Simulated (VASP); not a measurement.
# Ni (Fm-3m) in VASP: single point with PBE

Aim: the single point of Ni with PBE.

Program: VASP 6.6.1. These are calculated values, not measurements. Logs are shortened: lines on timing, memory, paths and dates and some standing lists are left out, and cuts for length are marked.

## (1) The cell of the first run

It takes space group Fm-3m (No. 225, cubic). Conventional cell: a = 3.450 Å, b = 3.450 Å, c = 3.450 Å, α = 90.00°, β = 90.00°, γ = 90.00°. Ni (site symmetry m-3m) has 12 Ni at 2.44 Å within 3.2 Å.

## (2) Single point, PBE, collinear spin, antiferromagnetic start

INCAR reads:

```
PREC     = Accurate       # precision mode
ENCUT    = 520            # plane-wave cutoff, eV
EDIFF    = 1E-6           # SCF threshold, eV
ISMEAR   = 0              # smearing method
SIGMA    = 0.1            # smearing width, eV
LREAL    = False          # projectors in reciprocal space
LASPH    = True           # aspherical terms in the spheres
NELM     = 150            # most SCF steps
ALGO     = Normal         # electronic algorithm
ISIF     = 2              # what is computed and relaxed
LWAVE    = False          # write WAVECAR
LCHARG   = False          # write CHGCAR
ISPIN    = 2              # spin polarisation
MAGMOM   = 2 -2           # initial moments
LORBIT   = 11             # projections on sites
LMAXMIX  = 4              # l up to which the mixer works
GGA      = PE             # functional
ISYM     = 0            
NBANDS   = 21             # bands
```

KPOINTS reads:

```
Automatic mesh
0
Gamma
  13 7 13
```

POSCAR reads:

```
Ni
1.0
    0.0000000000      1.7250000000      1.7250000000
    3.4500000000      0.0000000000      3.4500000000
    1.7250000000      1.7250000000      0.0000000000
Ni
2
Direct
    0.0000000000      0.0000000000      0.0000000000
    0.0000000000      0.5000000000      0.0000000000
```

Potentials or basis: VASP PAW PBE potentials, release 64 (Ni).

Run with:

```bash
$ cat potpaw_PBE.64/Ni/POTCAR > POTCAR
$ mpirun -np 1 vasp_std > vasp.out
```

OUTCAR:

```text
PREC = Accurate
   ENCUT = 520
   EDIFF = 1E-6
   ISMEAR = 0
   LREAL = False
   LASPH = True
   NELM = 150
   ISIF = 2
   ISPIN = 2
   LORBIT = 11
   GGA = PE
   ISYM = 0

 ion  position               nearest neighbor table
   1  0.000  0.000  0.000-   2 2.44   2 2.44   2 2.44   2 2.44   2 2.44   2 2.44
   2  0.000  0.500  0.000-   1 2.44   1 2.44   1 2.44   1 2.44   1 2.44   1 2.44

IMPORTANT INFORMATION: All symmetrisations will be switched off!
NOSYMM: (Re-)initialisation of all symmetry stuff for point group C_1.

----------------------------------------------------------------------------------------

                                     Primitive cell

  volume of cell :      20.5318

  direct lattice vectors                    reciprocal lattice vectors
     0.000000000  1.725000000  1.725000000    -0.289855072  0.289855072  0.289855072
     3.450000000  0.000000000  3.450000000     0.144927536 -0.144927536  0.144927536
     1.725000000  1.725000000  0.000000000     0.289855072  0.289855072 -0.289855072

  length of vectors
     2.439518395  4.879036790  2.439518395     0.502043712  0.251021856  0.502043712

  position of ions in fractional coordinates (direct lattice)
     0.000000000  0.000000000  0.000000000
     0.000000000  0.500000000  0.000000000

  ion indices of the primitive-cell ions
   primitive index   ion index
                 1           1
                 2           2

----------------------------------------------------------------------------------------

 KPOINTS: Automatic mesh

Automatic generation of k-mesh.
 Grid dimensions read from file:
 generate k-points for:   13    7   13

 Generating k-lattice:

  Cartesian coordinates                     Fractional coordinates (reciprocal lattice)
    -0.022296544  0.022296544  0.022296544     0.076923077  0.000000000  0.000000000
     0.020703934 -0.020703934  0.020703934     0.000000000  0.142857143  0.000000000
     0.022296544  0.022296544 -0.022296544     0.000000000  0.000000000  0.076923077

  Length of vectors
     0.038618747  0.035860265  0.038618747

  Shift w.r.t. Gamma in fractional coordinates (k-lattice)
     0.000000000  0.000000000  0.000000000

 -----------------------------------------------------------------------------
|                                                                             |
|           W    W    AA    RRRRR   N    N  II  N    N   GGGG   !!!           |
|           W    W   A  A   R    R  NN   N  II  NN   N  G    G  !!!           |
|           W    W  A    A  R    R  N N  N  II  N N  N  G       !!!           |
|           W WW W  AAAAAA  RRRRR   N  N N  II  N  N N  G  GGG   !            |
|           WW  WW  A    A  R   R   N   NN  II  N   NN  G    G                |
|           W    W  A    A  R    R  N    N  II  N    N   GGGG   !!!           |
|                                                                             |
|     Your reciprocal lattice and k-lattice belong to different lattice       |
|     classes:                                                                |
|                                                                             |
|        The reciprocal lattice is rhombohedral (trigonal),                   |
|        whereas your k-lattice is base-centered monoclinic.                  |
|                                                                             |
|     Results are often still useful ...                                      |
|                                                                             |
 -----------------------------------------------------------------------------

 WARNING: IBZKPT: internal override: KBLOWUP is changed to .FALSE.
      ... skipping the blow-up phase ...

 Subroutine IBZKPT returns following result:
 ===========================================

 Found    592 irreducible k-points:

 Following reciprocal coordinates:
            Coordinates               Weight
  0.000000  0.000000  0.000000      1.000000
  0.076923  0.000000  0.000000      2.000000
  0.153846  0.000000  0.000000      2.000000
  0.230769  0.000000  0.000000      2.000000
  0.307692  0.000000  0.000000      2.000000
  0.384615  0.000000  0.000000      2.000000
[... 16 lines left out ...]
  0.153846  0.285714  0.000000      2.000000
  0.230769  0.285714  0.000000      2.000000
 [... further k-points ...]
   k-points           NKPTS =    592   k-points in BZ     NKDIM =    592   number of bands    NBANDS=     21
   number of dos      NEDOS =    301   number of ions     NIONS =      2
   total plane-waves  NPLWV =  11664
   dimension x,y,z NGX =    18 NGY =   36 NGZ =   18
   dimension x,y,z NGXF=    36 NGYF=   72 NGZF=   36
   ions per type =               2
   NGX,Y,Z   is equivalent  to a cutoff of  12.27, 12.27, 12.27 a.u.
   NGXF,Y,Z  is equivalent  to a cutoff of  24.53, 24.53, 24.53 a.u.
 SYSTEM =  unknown system
   PREC   = accura    normal or accurate (medium, high low for compatibility)
   ISTART =      0    job   : 0-new  1-cont  2-samecut
   ICHARG =      2    charge: 1-file 2-atom 10-const
   ISPIN  =      2    spin polarized calculation?
   LNONCOLLINEAR =      F non collinear calculations
   LSORBIT =      F    spin-orbit coupling
   LASPH  =      T    aspherical Exc in radial PAW
   ENCUT  =  520.0 eV  38.22 Ry    6.18 a.u.   4.54  9.07  4.54*2*pi/ulx,y,z
   NELM   =    150;   NELMIN=  2; NELMDL= -5     # of ELM steps
   EDIFF  = 0.1E-05   stopping-criterion for ELM
   LREAL  =      F    real-space projection
   EDIFFG = 0.1E-04   stopping-criterion for IOM
   NSW    =      0    number of steps for IOM
   IBRION =     -1    ionic relax: 0-MD 1-quasi-New 2-CG
   NFREE  =      0    steps in history (QN), initial steepest desc. (CG)
   ISIF   =      2    stress and relaxation
   ISYM   =      0    0-nonsym 1-usesym 2-fastsym
   POTIM  = 0.5000    time-step for ionic-motion
   TEBEG  =    0.0;   TEEND  =   0.0 temperature during run
   PSTRESS=    0.0 pullay stress
   NELECT =      20.0000    total number of electrons
   NUPDOWN=      -1.0000    fix difference up-down
   EMIN   =  10.00;   EMAX   =-10.00  energy-range for DOS
   EFERMI =   0.00;   METHOD = LEGACY
   ISMEAR =     0;   SIGMA  =   0.10  broadening in eV -4-tet -1-fermi 0-gaus
   EFERMI_NEDOS =   21; number of points for ismear=-14 and -15
   IALGO  =     38    algorithm
   IMIX   =      4    mixing-type and parameters
     AMIX     =   0.40;   BMIX     =  1.00
     AMIX_MAG =   1.60;   BMIX_MAG =  1.00
  volume/ion in A,a.u.               =      10.27        69.28
  Fermi-wavevector in a.u.,A,eV,Ry     =   1.622840  3.066723 35.832440  2.633610
  Thomas-Fermi vector in A             =   2.716388
   LORBIT       =     11    0 simple, 1 ext, 2 COOP (PROOUT), +10 PAW based schemes
   GGA     = PE    functional components
   LHFCALC =     F    Hartree Fock is set to
   AEXX    =    0.0000 exact exchange contribution
   IVDW    =     0    specifies the selected vdW correction
   LEPSILON=     F    determine dielectric tensor
   LRPA    =     F    only Hartree local field effects (RPA)
 spin polarized calculation
 Gauss-broadening in eV      SIGMA  =   0.10
  energy-cutoff  :      520.00
  volume of cell :       20.53
 maximum number of plane-waves:       569
 NGX is ok and might be reduce to    18
   NGX =  9   NGY = 19   NGZ =  9

 number of electron      19.9999980 magnetization       0.0005035

 number of electron      19.9999980 magnetization      -0.0002408

 Free energy of the ion-electron system (eV)
  ---------------------------------------------------
  ext. energy  EPLUGINS =         0.00000000
  ---------------------------------------------------
  free energy    TOTEN  =       -10.80262184 eV

  energy without entropy =      -10.77272282  energy(sigma->0) =      -10.78767233

 E-fermi :  10.0605     XC(G=0): -13.6005

 val. band max:       10.0582820518   @ k =   0.0769   0.0000   0.3846
 cond. band min:      10.0606385297   @ k =  -0.1538   0.4286   0.1538
 fundamental gap:      0.0023564780
 Fermi energy:        10.0604633317

 spin component 1

 k-point     1 :       0.0000    0.0000    0.0000
  band No.  band energies     occupation
      1       0.7864      1.00000
      2       5.2872      1.00000
      3       7.8840      1.00000
      4       7.8845      1.00000
      5       8.0437      1.00000
      6       8.0983      1.00000
[... 13 lines left out ...]
     20      38.7601      0.00000
     21      38.8009      0.00000
[... 529 lines left out ...]
 k-point    24 :       0.2308    0.2857    0.0000
  band No.  band energies     occupation
      1       2.7750      1.00000
      2       6.2812      1.00000
      3       7.1587      1.00000
      4       7.3896      1.00000
      5       7.6912      1.00000
      6       8.4098      1.00000
[... 13 lines left out ...]
     20      35.8037      0.00000
     21      40.5574      0.00000

 [... further k-points ...]

 spin component 2

 k-point     1 :       0.0000    0.0000    0.0000
  band No.  band energies     occupation
      1       0.7864      1.00000
      2       5.2871      1.00000
      3       7.8839      1.00000
      4       7.8843      1.00000
      5       8.0436      1.00000
      6       8.0982      1.00000
[... 13 lines left out ...]
     20      38.7507      0.00000
     21      38.8013      0.00000
[... 529 lines left out ...]
 k-point    24 :       0.2308    0.2857    0.0000
  band No.  band energies     occupation
      1       2.7749      1.00000
      2       6.2811      1.00000
      3       7.1586      1.00000
      4       7.3895      1.00000
      5       7.6911      1.00000
      6       8.4097      1.00000
[... 13 lines left out ...]
     20      35.8037      0.00000
     21      40.5573      0.00000

 [... further k-points ...]

------------------------ aborting loop because EDIFF is reached ----------------------------------------

  FORCE on cell =-STRESS in cart. coord.  units (eV):
  Direction    XX          YY          ZZ          XY          YZ          ZX
  --------------------------------------------------------------------------------------
  -------------------------------------------------------------------------------------
  Total        1.5980725      1.5735685      1.5980718     -0.0439251     -0.0439238      0.0388757
  in kB      124.7038249    122.7916814    124.7037701     -3.4276495     -3.4275430      3.0336232
  external PRESSURE =     124.0664255 kB  Pullay stress =       0.0000000 kB

 VOLUME and BASIS-vectors are now :
 -----------------------------------------------------------------------------
  energy-cutoff  :      520.00
  volume of cell :       20.53
      direct lattice vectors                 reciprocal lattice vectors
     0.000000000  1.725000000  1.725000000    -0.289855072  0.289855072  0.289855072
     3.450000000  0.000000000  3.450000000     0.144927536 -0.144927536  0.144927536
     1.725000000  1.725000000  0.000000000     0.289855072  0.289855072 -0.289855072

 POSITION                                       TOTAL-FORCE (eV/Angst)
 -----------------------------------------------------------------------------------
      0.00000      0.00000      0.00000         0.000000      0.000000     -0.000000
      1.72500      0.00000      1.72500        -0.000000     -0.000000      0.000000
 -----------------------------------------------------------------------------------
    total drift:                                0.000000      0.000000     -0.000000

  FREE ENERGIE OF THE ION-ELECTRON SYSTEM (eV)
  ---------------------------------------------------
  free  energy   TOTEN  =       -10.8026218435 eV

  energy  without entropy=      -10.7727228179  energy(sigma->0) =      -10.78767233

 total charge

# of ion       s       p       d       tot
------------------------------------------
    1        0.520   0.547   8.354   9.421
    2        0.520   0.547   8.354   9.421
--------------------------------------------------
tot          1.040   1.095  16.707  18.842

 magnetization (x)

# of ion       s       p       d       tot
------------------------------------------
    1       -0.001   0.000   0.235   0.235
    2        0.001  -0.000  -0.236  -0.235
--------------------------------------------------
tot         -0.000   0.000  -0.000  -0.000
```

Run time: 6.1 min. Hardware: 1 thread of Intel Xeon Platinum 8488C (Sapphire Rapids), shared host; peak memory 0.42 GiB.

Results:

```yaml
Free_energy: -10.8026 eV
Pressure: 12.4 GPa
Band_gap_on_the_k_mesh: zero (filled and empty bands overlap)
Net_moment: 0.00 μB per cell
Site_moments: Ni +0.23, -0.23 μB
Valence_electrons_inside_the_program's_atomic_spheres: Ni 9.42
```

Caveat: the cell stands under pressure.
